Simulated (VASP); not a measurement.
# Na8H7 (a cell with a defect) in VASP: relaxation of the atoms with PBE

Aim: the relaxation of the atoms of Na8H7 (a cell with a defect) with PBE.

Everything below comes from runs of VASP 6.6.1. Logs are shortened: lines on timing, memory, paths and dates and some standing lists are left out, and cuts for length are marked.

### Step 1. The cell of the first run

The cell holds a defect, 15 atoms: a = 6.834 Å, b = 6.834 Å, c = 6.834 Å, α = 60.00°, β = 60.00°, γ = 60.00°.

### Step 2. Relaxation of the atoms, PBE (atoms taken out)

INCAR

```
SYSTEM = Na8H7
ALGO = Normal
EDIFF = 1E-7
EDIFFG = -0.02
ENCUT = 520
GGA = PE
IBRION = 2
ISIF = 2
ISMEAR = 0
LASPH = .True.
LCHARG = .False.
LREAL = Auto
LWAVE = .False.
NELECT = 62.0
NELM = 80
NSW = 70
PREC = Accurate
SIGMA = 0.05
```

KPOINTS

```
k-points
0
Gamma
  4 4 4
  0 0 0
```

POSCAR

```
Na8H7
1.0
   -4.8320806350     -4.8320806350      0.0000000000
    0.0000000000     -4.8320806350      4.8320806350
   -4.8320806350      0.0000000000      4.8320806350
Na H
8 7
Direct
    0.5000000000      0.5000000000      0.0000000000
    0.0000000000      0.5000000000      0.0000000000
    0.5000000000      0.0000000000      0.0000000000
    0.0000000000      0.0000000000      0.0000000000
    0.5000000000      0.5000000000      0.5000000000
    0.0000000000      0.5000000000      0.5000000000
    0.5000000000      0.0000000000      0.5000000000
    0.0000000000      0.0000000000      0.5000000000
   -0.2500000000      0.2500000000      0.2500000000
    0.7500000000      0.7500000000      0.2500000000
    0.2500000000      0.7500000000      0.2500000000
    0.7500000000      0.2500000000      0.7500000000
    0.2500000000      0.2500000000      0.7500000000
    0.7500000000      0.7500000000      0.7500000000
    0.2500000000      0.7500000000      0.7500000000
```

Potentials or basis: VASP PAW PBE potentials, release 64 (Na_pv, H).

Run with:

```bash
> cat potpaw_PBE.64/Na_pv/POTCAR potpaw_PBE.64/H/POTCAR > POTCAR
> mpirun -np 1 vasp_std > vasp.out
```

OUTCAR:

```text
SYSTEM = Na8H7
   EDIFF = 1E-7
   EDIFFG = -0.02
   ENCUT = 520
   GGA = PE
   IBRION = 2
   ISIF = 2
   ISMEAR = 0
   LASPH = .True.
   LREAL = Auto
   NELECT = 62.0
   NELM = 80
   NSW = 70
   PREC = Accurate

 ion  position               nearest neighbor table
   1  0.500  0.500  0.000-
   2  0.000  0.500  0.000-
   3  0.500  0.000  0.000-
   4  0.000  0.000  0.000-
   5  0.500  0.500  0.500-
   6  0.000  0.500  0.500-
   7  0.500  0.000  0.500-
   8  0.000  0.000  0.500-
   9  0.750  0.250  0.250-
  10  0.750  0.750  0.250-
  11  0.250  0.750  0.250-
  12  0.750  0.250  0.750-
  13  0.250  0.250  0.750-
  14  0.750  0.750  0.750-
  15  0.250  0.750  0.750-

  LATTYP: Found a face centered cubic cell.
 ALAT       =     9.6641612700

  Lattice vectors:

 A1 = (  -4.8320806350,  -4.8320806350,   0.0000000000)
 A2 = (   0.0000000000,  -4.8320806350,   4.8320806350)
 A3 = (  -4.8320806350,   0.0000000000,   4.8320806350)

Analysis of symmetry for initial positions (statically):
=====================================================================
 Subroutine PRICEL returns:
 Original cell was already a primitive cell.

 Routine SETGRP: Setting up the symmetry group for a
 face centered cubic supercell.

 Subroutine GETGRP returns: Found 48 space group operations
 (whereof 24 operations were pure point group operations)
 out of a pool of 48 trial point group operations.

The static configuration has the point symmetry T_d .
 The point group associated with its full space group is O_h .

Analysis of symmetry for dynamics (positions and initial velocities):
=====================================================================
 Subroutine PRICEL returns:
 Original cell was already a primitive cell.

 Routine SETGRP: Setting up the symmetry group for a
 face centered cubic supercell.

 Subroutine GETGRP returns: Found 48 space group operations
 (whereof 24 operations were pure point group operations)
 out of a pool of 48 trial point group operations.

The dynamic configuration has the point symmetry T_d .
 The point group associated with its full space group is O_h .

 Subroutine INISYM returns: Found 48 space group operations
 (whereof 24 operations are pure point group operations),
 and found     1 'primitive' translations

----------------------------------------------------------------------------------------

                                     Primitive cell

  volume of cell :     225.6485

  direct lattice vectors                    reciprocal lattice vectors
    -4.832080635 -4.832080635  0.000000000    -0.103475094 -0.103475094 -0.103475094
     0.000000000 -4.832080635  4.832080635     0.103475094 -0.103475094  0.103475094
    -4.832080635  0.000000000  4.832080635    -0.103475094  0.103475094  0.103475094

  length of vectors
     6.833593968  6.833593968  6.833593968     0.179224121  0.179224121  0.179224121

  position of ions in fractional coordinates (direct lattice)
     0.500000000  0.500000000  0.000000000
     0.000000000  0.500000000  0.000000000
     0.500000000  0.000000000  0.000000000
     0.000000000  0.000000000  0.000000000
     0.500000000  0.500000000  0.500000000
     0.000000000  0.500000000  0.500000000
     0.500000000  0.000000000  0.500000000
     0.000000000  0.000000000  0.500000000
     0.750000000  0.250000000  0.250000000
     0.750000000  0.750000000  0.250000000
     0.250000000  0.750000000  0.250000000
     0.750000000  0.250000000  0.750000000
     0.250000000  0.250000000  0.750000000
     0.750000000  0.750000000  0.750000000
     0.250000000  0.750000000  0.750000000

  ion indices of the primitive-cell ions
   primitive index   ion index
                 1           1
                 2           2
                 3           3
                 4           4
                 5           5
                 6           6
                 7           7
                 8           8
                 9           9
                10          10
                11          11
                12          12
                13          13
                14          14
                15          15

----------------------------------------------------------------------------------------

 KPOINTS: k-points

Automatic generation of k-mesh.
 Grid dimensions read from file:
 generate k-points for:    4    4    4

 Generating k-lattice:

  Cartesian coordinates                     Fractional coordinates (reciprocal lattice)
    -0.025868774 -0.025868774 -0.025868774     0.250000000  0.000000000  0.000000000
     0.025868774 -0.025868774  0.025868774     0.000000000  0.250000000  0.000000000
    -0.025868774  0.025868774  0.025868774     0.000000000  0.000000000  0.250000000

  Length of vectors
     0.044806030  0.044806030  0.044806030

  Shift w.r.t. Gamma in fractional coordinates (k-lattice)
     0.000000000  0.000000000  0.000000000

 Subroutine IBZKPT returns following result:
 ===========================================

 Found      8 irreducible k-points:

 Following reciprocal coordinates:
            Coordinates               Weight
  0.000000  0.000000  0.000000      1.000000
  0.250000  0.000000  0.000000      8.000000
  0.500000  0.000000  0.000000      4.000000
  0.250000  0.250000  0.000000      6.000000
  0.500000  0.250000  0.000000     24.000000
 -0.250000  0.250000  0.000000     12.000000
  0.500000  0.500000  0.000000      3.000000
 -0.250000  0.500000  0.250000      6.000000
   k-points           NKPTS =      8   k-points in BZ     NKDIM =      8   number of bands    NBANDS=     39
   number of dos      NEDOS =    301   number of ions     NIONS =     15
   total plane-waves  NPLWV = 157464
   dimension x,y,z NGX =    54 NGY =   54 NGZ =   54
   dimension x,y,z NGXF=   108 NGYF=  108 NGZF=  108
   ions per type =               8   7
   NGX,Y,Z   is equivalent  to a cutoff of  13.14, 13.14, 13.14 a.u.
   NGXF,Y,Z  is equivalent  to a cutoff of  26.27, 26.27, 26.27 a.u.
 SYSTEM =  Na8H7
   PREC   = accura    normal or accurate (medium, high low for compatibility)
   ISTART =      0    job   : 0-new  1-cont  2-samecut
   ICHARG =      2    charge: 1-file 2-atom 10-const
   ISPIN  =      1    spin polarized calculation?
   LNONCOLLINEAR =      F non collinear calculations
   LSORBIT =      F    spin-orbit coupling
   LASPH  =      T    aspherical Exc in radial PAW
   ENCUT  =  520.0 eV  38.22 Ry    6.18 a.u.  12.71 12.71 12.71*2*pi/ulx,y,z
   NELM   =     80;   NELMIN=  2; NELMDL= -5     # of ELM steps
   EDIFF  = 0.1E-06   stopping-criterion for ELM
   LREAL  =      T    real-space projection
   EDIFFG = -.2E-01   stopping-criterion for IOM
   NSW    =     70    number of steps for IOM
   IBRION =      2    ionic relax: 0-MD 1-quasi-New 2-CG
   NFREE  =      1    steps in history (QN), initial steepest desc. (CG)
   ISIF   =      2    stress and relaxation
   ISYM   =      2    0-nonsym 1-usesym 2-fastsym
   POTIM  = 0.5000    time-step for ionic-motion
   TEBEG  =    0.0;   TEEND  =   0.0 temperature during run
   PSTRESS=    0.0 pullay stress
   NELECT =      62.0000    total number of electrons
   NUPDOWN=      -1.0000    fix difference up-down
   EMIN   =  10.00;   EMAX   =-10.00  energy-range for DOS
   EFERMI =   0.00;   METHOD = LEGACY
   ISMEAR =     0;   SIGMA  =   0.05  broadening in eV -4-tet -1-fermi 0-gaus
   EFERMI_NEDOS =   21; number of points for ismear=-14 and -15
   IALGO  =     38    algorithm
   IMIX   =      4    mixing-type and parameters
     AMIX     =   0.40;   BMIX     =  1.00
     AMIX_MAG =   1.60;   BMIX_MAG =  1.00
  volume/ion in A,a.u.               =      15.04       101.52
  Fermi-wavevector in a.u.,A,eV,Ry     =   1.064293  2.011222 15.411587  1.132720
  Thomas-Fermi vector in A             =   2.199807
   LORBIT       =      0    0 simple, 1 ext, 2 COOP (PROOUT), +10 PAW based schemes
   GGA     = PE    functional components
   LHFCALC =     F    Hartree Fock is set to
   AEXX    =    0.0000 exact exchange contribution
   IVDW    =     0    specifies the selected vdW correction
   LEPSILON=     F    determine dielectric tensor
   LRPA    =     F    only Hartree local field effects (RPA)
 conjugate gradient relaxation of ions
 non-spin polarized calculation
 Gauss-broadening in eV      SIGMA  =   0.05
  energy-cutoff  :      520.00
  volume of cell :      225.65
 maximum number of plane-waves:      6116
 NGX is ok and might be reduce to    54
   NGX = 25   NGY = 25   NGZ = 25

--------------------------------------- Ionic step        1  -------------------------------------------

 number of electron      61.9999965 magnetization

 Free energy of the ion-electron system (eV)
  ---------------------------------------------------
  ext. energy  EPLUGINS =         0.00000000
  ---------------------------------------------------
  free energy    TOTEN  =       -37.18978995 eV

  energy without entropy =      -37.18978995  energy(sigma->0) =      -37.18978995

------------------------ aborting loop because EDIFF is reached ----------------------------------------

  FORCE on cell =-STRESS in cart. coord.  units (eV):
  Direction    XX          YY          ZZ          XY          YZ          ZX
  --------------------------------------------------------------------------------------
  -------------------------------------------------------------------------------------
  Total       -3.1931230     -3.1931230     -3.1931230     -0.0000000      0.0000000     -0.0000000
  in kB      -22.6722030    -22.6722030    -22.6722030     -0.0000000      0.0000000     -0.0000000
  external PRESSURE =     -22.6722030 kB  Pullay stress =       0.0000000 kB
[... 132 lines left out ...]
  energy  without entropy=      -37.5208841293  energy(sigma->0) =      -37.52088413

--------------------------------------- Ionic step        4  -------------------------------------------

 number of electron      61.9999999 magnetization

 Free energy of the ion-electron system (eV)
  ---------------------------------------------------
  ext. energy  EPLUGINS =         0.00000000
  ---------------------------------------------------
  free energy    TOTEN  =       -37.52235169 eV

  energy without entropy =      -37.52235169  energy(sigma->0) =      -37.52235169

 E-fermi :  -0.6478     XC(G=0):  -7.4463

 val. band max:       -0.8902063821   @ k =   0.5000   0.5000   0.0000
 cond. band min:       1.8050646417   @ k =   0.5000   0.5000   0.0000
 fundamental gap:      2.6952710238
 Fermi energy:        -0.6478067661

 k-point     1 :       0.0000    0.0000    0.0000
  band No.  band energies     occupation
      1     -23.3854      2.00000
      2     -23.3339      2.00000
      3     -23.3339      2.00000
      4     -23.3339      2.00000
      5     -23.2889      2.00000
      6     -23.2889      2.00000
[... 367 lines left out ...]
  FREE ENERGIE OF THE ION-ELECTRON SYSTEM (eV)
  ---------------------------------------------------
  free  energy   TOTEN  =       -37.5223516858 eV

  energy  without entropy=      -37.5223516858  energy(sigma->0) =      -37.52235169

 reached required accuracy - stopping structural energy minimisation
```

Run time: 3.9 min. Hardware: 1 thread of Intel Xeon 6975P-C (Granite Rapids), shared host; peak memory 0.42 GiB.

What came out:

```
Free energy                  : -37.5224 eV
Energy gained by relaxing    : 22.2 meV/atom
Ionic steps                  : 4
Largest force after relaxing : 0.004 eV/Å
```

Forces on the atoms (eV/Å):
```
Na   0.000  0.004  0.000
Na  -0.004  0.000  0.000
Na   0.000  0.000  0.004
Na   0.000  0.000  0.000
Na   0.000  0.000  0.000
Na   0.000  0.000 -0.004
Na   0.004  0.000  0.000
Na   0.000 -0.004  0.000
H    0.000  0.000  0.000
H    0.000  0.000  0.000
H    0.000  0.000  0.000
H    0.000  0.000  0.000
H    0.000  0.000  0.000
H    0.000  0.000  0.000
H    0.000  0.000  0.000
```

The path:
```tsv
step	energy change (eV)	largest force (eV/Å)	pressure (GPa)
1	0.0000	0.7230	-2.27
2	-0.1349	0.5640	-2.19
3	-0.3311	0.0509	-1.85
4	-0.3326	0.0041	-1.80
```

Final structure:
```
Na H
1.0
    -4.83208   -4.83208    0.00000
     0.00000   -4.83208    4.83208
    -4.83208    0.00000    4.83208
Na H
8 7
Direct
  0.51551 0.51551 0.98449
  0.98449 0.51551 0.98449
  0.51551 0.98449 0.98449
  0.00000 0.00000 0.00000
  0.50000 0.50000 0.50000
  0.98449 0.51551 0.51551
  0.51551 0.98449 0.51551
  0.98449 0.98449 0.51551
  0.75000 0.25000 0.25000
  0.75000 0.75000 0.25000
  0.25000 0.75000 0.25000
  0.75000 0.25000 0.75000
  0.25000 0.25000 0.75000
  0.75000 0.75000 0.75000
  0.25000 0.75000 0.75000
```

Levels at points of the mesh, in eV from the Fermi level:
```csv
k point,band 28,band 29,band 30,band 31,band 32,band 33,band 34,band 35
"(0.00, 0.00, 0.00)",-1.10,-1.10,-0.42,-0.42,3.48,3.48,3.48,3.65
"(0.50, 0.00, 0.00)",-0.87,-0.87,-0.87,-0.87,2.52,4.76,4.76,4.83
"(0.50, 0.50, 0.00)",-1.43,-1.42,-1.00,-0.24,2.45,5.60,5.60,5.73
```

Caveat: the cell carries a net charge on a neutralising background, which shifts energy and pressure; the cell differs from its parent crystal (atoms taken out); the cell is charged against a uniform background, so pressure and absolute levels hang on convention.
